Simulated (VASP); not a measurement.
# Si2C (P-62m) in VASP: further runs, part 2 of 2

VASP 6.6.1.

## 3. Single point, PBE

This run uses another cell than the first one, of 14.40 Å³/atom.

INCAR

```
  PREC = Accurate
  ENCUT = 520
  EDIFF = 1E-7
  ISMEAR = 0
  SIGMA = 0.1
  LREAL = False
  LASPH = True
  NELM = 60
  ALGO = Normal
  ISIF = 2
  LWAVE = False
  LCHARG = True
  GGA = PE
  LELF = True
  LVHAR = True
  NBANDS = 21
```

KPOINTS

```
Automatic mesh
0
Gamma
  6 6 4
```

POSCAR

```
Si2C
1.0
    4.7379708900      0.0000000000      0.0000000000
   -2.3689854500      4.1032031600      0.0000000000
    0.0000000000      0.0000000000      4.4448845600
Si C
4 2
Direct
    0.0000000000      0.0000000000      0.0000000000
    0.3333333300      0.0000000000      0.5000000000
    0.0000000000      0.3333333300      0.5000000000
    0.6666666700      0.6666666700      0.5000000000
    0.6666666700      0.3333333300      0.0000000000
    0.3333333300      0.6666666700      0.0000000000
```

Potentials or basis: VASP PAW PBE potentials, release 64 (Si, C).

Started as:

```console
> cat potpaw_PBE.64/Si/POTCAR potpaw_PBE.64/C/POTCAR > POTCAR
> mpirun -np 1 vasp_std > vasp.out
```

OUTCAR:

```text
PREC = Accurate
   ENCUT = 520
   EDIFF = 1E-7
   ISMEAR = 0
   LREAL = False
   LASPH = True
   NELM = 60
   ISIF = 2
   GGA = PE

 ion  position               nearest neighbor table
   1  0.000  0.000  0.000-   2 2.73   2 2.73   4 2.73   4 2.73   3 2.73   3 2.73
   2  0.333  0.000  0.500-   1 2.73   1 2.73   4 2.74   3 2.74   3 2.74   4 2.74   4 2.74   3 2.74

   3  0.000  0.333  0.500-   1 2.73   1 2.73   2 2.74   4 2.74   4 2.74   2 2.74   4 2.74   2 2.74

   4  0.667  0.667  0.500-   1 2.73   1 2.73   2 2.74   3 2.74   3 2.74   2 2.74   3 2.74   2 2.74

   5  0.667  0.333  0.000-
   6  0.333  0.667  0.000-

  LATTYP: Found a hexagonal cell.
 ALAT       =     4.7379708900
 C/A-ratio  =     0.9381409602

  Lattice vectors:

 A1 = (   4.7379708900,   0.0000000000,   0.0000000000)
 A2 = (  -2.3689854500,   4.1032031600,   0.0000000000)
 A3 = (   0.0000000000,   0.0000000000,   4.4448845600)

Analysis of symmetry for initial positions (statically):
=====================================================================
 Subroutine PRICEL returns:
 Original cell was already a primitive cell.

 Routine SETGRP: Setting up the symmetry group for a
 hexagonal supercell.

 Subroutine GETGRP returns: Found 12 space group operations
 (whereof 12 operations were pure point group operations)
 out of a pool of 24 trial point group operations.

The static configuration has the point symmetry D_3h.

Analysis of symmetry for dynamics (positions and initial velocities):
=====================================================================
 Subroutine PRICEL returns:
 Original cell was already a primitive cell.

 Routine SETGRP: Setting up the symmetry group for a
 hexagonal supercell.

 Subroutine GETGRP returns: Found 12 space group operations
 (whereof 12 operations were pure point group operations)
 out of a pool of 24 trial point group operations.

The dynamic configuration has the point symmetry D_3h.

 Subroutine INISYM returns: Found 12 space group operations
 (whereof 12 operations are pure point group operations),
 and found     1 'primitive' translations

----------------------------------------------------------------------------------------

                                     Primitive cell

  volume of cell :      86.4124

  direct lattice vectors                    reciprocal lattice vectors
     4.737970890  0.000000000  0.000000000     0.211060816  0.121856019  0.000000000
    -2.368985450  4.103203160  0.000000000     0.000000000  0.243712037  0.000000000
     0.000000000  0.000000000  4.444884560     0.000000000  0.000000000  0.224977721

  length of vectors
     4.737970890  4.737970898  4.444884560     0.243712037  0.243712037  0.224977721

  position of ions in fractional coordinates (direct lattice)
     0.000000000  0.000000000  0.000000000
     0.333333330  0.000000000  0.500000000
     0.000000000  0.333333330  0.500000000
     0.666666670  0.666666670  0.500000000
     0.666666670  0.333333330  0.000000000
     0.333333330  0.666666670  0.000000000

  ion indices of the primitive-cell ions
   primitive index   ion index
                 1           1
[... 29 lines left out ...]

 Found     21 irreducible k-points:

 Following reciprocal coordinates:
            Coordinates               Weight
  0.000000  0.000000  0.000000      1.000000
  0.166667  0.000000  0.000000      6.000000
  0.333333  0.000000  0.000000      6.000000
  0.500000  0.000000  0.000000      3.000000
  0.166667  0.166667  0.000000      6.000000
  0.333333  0.166667  0.000000     12.000000
[... 13 lines left out ...]
  0.333333  0.166667  0.500000     12.000000
  0.333333  0.333333  0.500000      2.000000
   k-points           NKPTS =     21   k-points in BZ     NKDIM =     21   number of bands    NBANDS=     21
   number of dos      NEDOS =    301   number of ions     NIONS =      6
   total plane-waves  NPLWV =  46656
   dimension x,y,z NGX =    36 NGY =   36 NGZ =   36
   dimension x,y,z NGXF=    72 NGYF=   72 NGZF=   72
   ions per type =               4   2
   NGX,Y,Z   is equivalent  to a cutoff of  12.63, 12.63, 13.46 a.u.
   NGXF,Y,Z  is equivalent  to a cutoff of  25.26, 25.26, 26.93 a.u.
 SYSTEM =  unknown system
   PREC   = accura    normal or accurate (medium, high low for compatibility)
   ISTART =      0    job   : 0-new  1-cont  2-samecut
   ICHARG =      2    charge: 1-file 2-atom 10-const
   ISPIN  =      1    spin polarized calculation?
   LNONCOLLINEAR =      F non collinear calculations
   LSORBIT =      F    spin-orbit coupling
   LASPH  =      T    aspherical Exc in radial PAW
   ENCUT  =  520.0 eV  38.22 Ry    6.18 a.u.   8.81  8.81  8.26*2*pi/ulx,y,z
   NELM   =     60;   NELMIN=  2; NELMDL= -5     # of ELM steps
   EDIFF  = 0.1E-06   stopping-criterion for ELM
   LREAL  =      F    real-space projection
   EDIFFG = 0.1E-05   stopping-criterion for IOM
   NSW    =      0    number of steps for IOM
   IBRION =     -1    ionic relax: 0-MD 1-quasi-New 2-CG
   NFREE  =      0    steps in history (QN), initial steepest desc. (CG)
   ISIF   =      2    stress and relaxation
   ISYM   =      2    0-nonsym 1-usesym 2-fastsym
   POTIM  = 0.5000    time-step for ionic-motion
   TEBEG  =    0.0;   TEEND  =   0.0 temperature during run
   PSTRESS=    0.0 pullay stress
   NELECT =      24.0000    total number of electrons
   NUPDOWN=      -1.0000    fix difference up-down
   EMIN   =  10.00;   EMAX   =-10.00  energy-range for DOS
   EFERMI =   0.00;   METHOD = LEGACY
   ISMEAR =     0;   SIGMA  =   0.10  broadening in eV -4-tet -1-fermi 0-gaus
   EFERMI_NEDOS =   21; number of points for ismear=-14 and -15
   IALGO  =     38    algorithm
   IMIX   =      4    mixing-type and parameters
     AMIX     =   0.40;   BMIX     =  1.00
     AMIX_MAG =   1.60;   BMIX_MAG =  1.00
  volume/ion in A,a.u.               =      14.40        97.19
  Fermi-wavevector in a.u.,A,eV,Ry     =   1.068120  2.018454 15.522612  1.140880
  Thomas-Fermi vector in A             =   2.203758
   LORBIT       =      0    0 simple, 1 ext, 2 COOP (PROOUT), +10 PAW based schemes
   GGA     = PE    functional components
   LHFCALC =     F    Hartree Fock is set to
   AEXX    =    0.0000 exact exchange contribution
   IVDW    =     0    specifies the selected vdW correction
   LEPSILON=     F    determine dielectric tensor
   LRPA    =     F    only Hartree local field effects (RPA)
 non-spin polarized calculation
 Gauss-broadening in eV      SIGMA  =   0.10
  energy-cutoff  :      520.00
  volume of cell :       86.41
 maximum number of plane-waves:      2367
 NGX is ok and might be reduce to    36
   NGX = 17   NGY = 17   NGZ = 17

 number of electron      23.9999999 magnetization

 Free energy of the ion-electron system (eV)
  ---------------------------------------------------
  ext. energy  EPLUGINS =         0.00000000
  ---------------------------------------------------
  free energy    TOTEN  =       -28.85022592 eV

  energy without entropy =      -28.83342830  energy(sigma->0) =      -28.84182711

 E-fermi :   7.1670     XC(G=0): -10.7413

 val. band max:        7.1540674920   @ k =   0.5000   0.0000   0.2500
 cond. band min:       7.1898982950   @ k =   0.3333   0.0000   0.2500
 fundamental gap:      0.0358308031
 Fermi energy:         7.1670275151

 k-point     1 :       0.0000    0.0000    0.0000
  band No.  band energies     occupation
      1      -6.4434      2.00000
      2      -1.0172      2.00000
      3      -0.9093      2.00000
      4       1.2712      2.00000
      5       1.4067      2.00000
      6       2.0015      2.00000
[... 493 lines left out ...]
     20      12.3559      0.00000
     21      12.3559      0.00000

------------------------ aborting loop because EDIFF is reached ----------------------------------------

  FORCE on cell =-STRESS in cart. coord.  units (eV):
  Direction    XX          YY          ZZ          XY          YZ          ZX
  --------------------------------------------------------------------------------------
  -------------------------------------------------------------------------------------
  Total       -8.3275812     -8.3275812    -10.0038645      0.0000000     -0.0000000     -0.0000000
  in kB     -154.4022280   -154.4022286   -185.4823067      0.0000002     -0.0000000     -0.0000000
  external PRESSURE =    -164.7622544 kB  Pullay stress =       0.0000000 kB

 VOLUME and BASIS-vectors are now :
 -----------------------------------------------------------------------------
  energy-cutoff  :      520.00
  volume of cell :       86.41
      direct lattice vectors                 reciprocal lattice vectors
     4.737970890  0.000000000  0.000000000     0.211060816  0.121856019  0.000000000
    -2.368985450  4.103203160  0.000000000     0.000000000  0.243712037  0.000000000
     0.000000000  0.000000000  4.444884560     0.000000000  0.000000000  0.224977721

 POSITION                                       TOTAL-FORCE (eV/Angst)
 -----------------------------------------------------------------------------------
      0.00000      0.00000      0.00000        -0.000000     -0.000000     -0.000000
      1.57932      0.00000      2.22244         0.509530     -0.000000      0.000000
     -0.78966      1.36773      2.22244        -0.254765      0.441266     -0.000000
      1.57932      2.73547      2.22244        -0.254765     -0.441266      0.000000
      2.36899      1.36773      0.00000        -0.000000     -0.000000     -0.000000
     -0.00000      2.73547      0.00000        -0.000000     -0.000000     -0.000000
 -----------------------------------------------------------------------------------
    total drift:                               -0.000000     -0.000000     -0.000000

  FREE ENERGIE OF THE ION-ELECTRON SYSTEM (eV)
  ---------------------------------------------------
  free  energy   TOTEN  =       -28.8502259163 eV

  energy  without entropy=      -28.8334282956  energy(sigma->0) =      -28.84182711
```

Wall time 56 s (1 thread of Intel Xeon 8259CL, shared host); peak memory 0.21 GiB.

What came out:

```
Free energy            : -28.8502 eV
Pressure               : -16.5 GPa
Largest force          : 0.510 eV/Å
Band gap on the k mesh : zero (bands 12 and 13 overlap by 3.41 eV)
```

Forces in eV/Å, atoms in the order of the input:
```
Si   0.000  0.000  0.000
Si   0.510  0.000  0.000
Si  -0.255  0.441  0.000
Si  -0.255 -0.441  0.000
C    0.000  0.000  0.000
C    0.000  0.000  0.000
```

Levels at points of the mesh, in eV from the Fermi level:
| k point | band 10 | band 11 | band 12 | band 13 | band 14 | band 15 |
| --- | --- | --- | --- | --- | --- | --- |
| (0.00, 0.00, 0.00) | -1.12 | -0.49 | -0.02 | 0.16 | 0.31 | 0.31 |
| (0.50, 0.00, 0.00) | -1.25 | -1.12 | -0.57 | -0.03 | 0.41 | 1.52 |
| (0.00, 0.00, 0.50) | -3.29 | -2.76 | -2.76 | -2.34 | -2.34 | 0.70 |
| (0.50, 0.00, 0.50) | 0.22 | 0.78 | 1.07 | 1.47 | 2.45 | 2.46 |

Caveat: the cell stands under tension.

## 4. Single point, PBE

This run uses another cell than the first one, of 10.97 Å³/atom.

INCAR

```
PREC     = Accurate       # precision mode
ENCUT    = 520            # plane-wave cutoff, eV
EDIFF    = 1E-7           # SCF threshold, eV
ISMEAR   = 0              # smearing method
SIGMA    = 0.1            # smearing width, eV
LREAL    = F              # projectors in reciprocal space
LASPH    = T              # aspherical terms in the spheres
NELM     = 80             # most SCF steps
ALGO     = Normal         # electronic algorithm
ISIF     = 2              # what is computed and relaxed
LWAVE    = F              # write WAVECAR
LCHARG   = T              # write CHGCAR
GGA      = PE             # functional
LELF     = T              # ELF
LVHAR    = T            
NBANDS   = 21             # bands
```

KPOINTS

```
regular mesh
0
Gamma
  12 12 10
```

POSCAR

```
Si2C
1.0
    5.2749919004      0.0000000000      0.0000000000
   -2.6374959502      4.5682769905      0.0000000000
    0.0000000000      0.0000000000      2.7312647635
Si C
4 2
Direct
    0.0000000000      0.0000000000      0.0000000000
    0.4140657113      0.0000000000      0.5000000000
    0.0000000000      0.4140657113      0.5000000000
    0.5859342887      0.5859342887      0.5000000000
    0.6666666667      0.3333333333      0.0000000000
    0.3333333333      0.6666666667      0.0000000000
```

Started as:

```console
> cat potpaw_PBE.64/Si/POTCAR potpaw_PBE.64/C/POTCAR > POTCAR
> mpirun -np 1 vasp_std > vasp.out
```

Wall time 3.6 min (1 thread of Intel Xeon 8259CL, shared host); peak memory 0.26 GiB.

Results (log left out):

| Item | Value |
| --- | --- |
| Free energy | -35.1316 eV |
| Pressure | 0.0 GPa |
| Largest force | 0.007 eV/Å |
| Band gap on the k mesh | zero (bands 12 and 13 overlap by 5.87 eV) |

Forces on the atoms (eV/Å):
```
Si   0.000  0.000  0.000
Si  -0.007  0.000  0.000
Si   0.004 -0.006  0.000
Si   0.004  0.006  0.000
C    0.000  0.000  0.000
C    0.000  0.000  0.000
```

Levels at points of the mesh, in eV from the Fermi level:
```csv
k point,band 10,band 11,band 12,band 13,band 14,band 15
"(0.00, 0.00, 0.00)",-0.63,-0.23,2.55,4.11,5.44,5.44
"(0.50, 0.00, 0.00)",-1.30,-0.82,0.48,2.95,4.29,4.66
"(0.00, 0.00, 0.50)",-3.76,-3.53,-3.53,-2.48,-2.48,2.01
"(0.50, 0.00, 0.50)",-2.63,-1.66,-0.90,0.15,0.67,1.10
```

## 5. Relaxation of cell and atoms, PBE

This run uses another cell than the first one, of 14.40 Å³/atom.

INCAR

```
SYSTEM = Si2C
ALGO = Normal
EDIFF = 1E-6
EDIFFG = -0.04
ENCUT = 600
GGA = PE
IBRION = 2
ISIF = 3
ISMEAR = 0
LASPH = .True.
LCHARG = .False.
LREAL = .False.
LWAVE = .False.
NELM = 100
NSW = 90
PREC = Accurate
SIGMA = 0.1
```

KPOINTS

```
k-points
0
Gamma
  6 6 4
  0 0 0
```

POSCAR

```
Si2C
1.0
    4.7379708900      0.0000000000      0.0000000000
   -2.3689854500      4.1032031600      0.0000000000
    0.0000000000      0.0000000000      4.4448845600
Si C
4 2
Direct
    0.0000000000      0.0000000000      0.0000000000
    0.3333333300      0.0000000000      0.5000000000
    0.0000000000      0.3333333300      0.5000000000
    0.6666666700      0.6666666700      0.5000000000
    0.6666666700      0.3333333300      0.0000000000
    0.3333333300      0.6666666700      0.0000000000
```

Started as:

```console
> cat potpaw_PBE.64/Si/POTCAR potpaw_PBE.64/C/POTCAR > POTCAR
> mpirun -np 1 vasp_std > vasp.out
```

Run time: 5.3 min. Hardware: 1 thread of Intel Xeon 8259CL, shared host; peak memory 0.24 GiB.

Results (log left out):

```yaml
Free_energy: -30.1972 eV
Relaxed_volume: 11.37 Å³/atom
Relaxed_cell: a = 4.462 Å, b = 4.462 Å, c = 3.958 Å, α = 90.00°, β = 90.00°, γ = 120.00°
Space_group_after_relaxing_to_0.1_Å: P-62m (No. 189)
Energy_gained_by_relaxing: 224.5 meV/atom
Ionic_steps: 9
Pressure_after_relaxing: 0.0 GPa
Largest_force_after_relaxing: 0.006 eV/Å
Band_gap_on_the_k_mesh: zero (bands 12 and 13 overlap by 4.33 eV)
```

Forces in eV/Å, atoms in the order of the input:
```
Si   0.000  0.000  0.000
Si   0.006  0.000  0.000
Si  -0.003  0.005  0.000
Si  -0.003 -0.005  0.000
C    0.000  0.000  0.000
C    0.000  0.000  0.000
```

Stress tensor (GPa, compression positive):
```
 0.08  0.00  0.00
 0.00  0.08  0.00
 0.00  0.00 -0.16
```

Step by step:
| step | energy change (eV) | largest force (eV/Å) | pressure (GPa) | volume (Å³) |
| --- | --- | --- | --- | --- |
| 1 | 0.0000 | 0.5096 | -16.49 | 86.41 |
| 2 | -1.2384 | 0.6255 | -2.03 | 69.16 |
| 3 | -1.2527 | 0.6144 | 0.76 | 67.55 |
| 4 | -1.3190 | 0.3488 | 1.24 | 67.37 |
| 5 | -1.3368 | 0.1780 | 1.73 | 67.21 |
| 6 | -1.3374 | 0.1447 | 1.88 | 67.17 |
| 7 | -1.3458 | 0.0153 | -0.82 | 68.71 |
| 8 | -1.3467 | 0.0443 | -0.20 | 68.33 |
| 9 | -1.3470 | 0.0055 | 0.00 | 68.23 |

Final structure:
```
Si C
1.0
     4.46175    0.00000    0.00000
    -2.23088    3.86399    0.00000
     0.00000    0.00000    3.95774
Si C
4 2
Direct
  0.00000 0.00000 0.00000
  0.35592 0.00000 0.50000
  0.00000 0.35592 0.50000
  0.64408 0.64408 0.50000
  0.66667 0.33333 0.00000
  0.33333 0.66667 0.00000
```

Levels at points of the mesh, in eV from the Fermi level:
```
           k point  band 9  band 10  band 11  band 12  band 13  band 14  band 15  band 16
(0.00, 0.00, 0.00)   -5.62    -1.46    -1.07     0.28     0.88     0.88     2.09     2.25
(0.50, 0.00, 0.00)   -1.91    -1.74    -1.28    -0.55    -0.19     0.15     1.47     1.60
(0.00, 0.00, 0.50)   -3.68    -3.68    -3.36    -3.36    -3.15    -3.15     1.61     4.23
(0.50, 0.00, 0.50)   -0.52     0.15     0.73     1.02     1.87     2.60     3.12     3.19
```

Caveat: the volume moved by over 15 % at a fixed basis, so the end points are rough.

## 6. Overview

| task | cell | k mesh | cutoff (eV) | gap on the mesh (eV) | pressure (GPa) | largest force (eV/Å) |
| --- | --- | --- | --- | --- | --- | --- |
| single point | a = 4.471, b = 4.471, c = 3.951 Å, angles 90.0, 90.0, 120.0°, 6 atoms, atomic positions A | 6 × 6 × 4 | 520 | none | -0.1 | - |
| single point | a = 4.738, b = 4.738, c = 4.445 Å, angles 90.0, 90.0, 120.0°, 6 atoms, atomic positions B | 6 × 6 × 4 | 520 | none | -16.5 | 0.51 |
| single point | a = 5.275, b = 5.275, c = 2.731 Å, angles 90.0, 90.0, 120.0°, 6 atoms, atomic positions C | 12 × 12 × 10 | 520 | none | 0.0 | 0.01 |
| relaxation of cell and atoms | relaxed from a = 4.738, b = 4.738, c = 4.445 Å, angles 90.0, 90.0, 120.0°, 6 atoms, atomic positions B | 6 × 6 × 4 | 600 | none | 0.0 | 0.01 |

Alike in all rows: level PBE; potentials or basis VASP PAW PBE potentials, release 64 (Si, C); no spin polarisation; smearing gaussian 0.1 eV.

Caveats: some runs use coarse meshes; the cell stands under tension (at least some runs); the volume moved by over 15 % at a fixed basis, so the end points are rough (at least some runs).

Absolute energies hang on the potentials; compare differences alone.
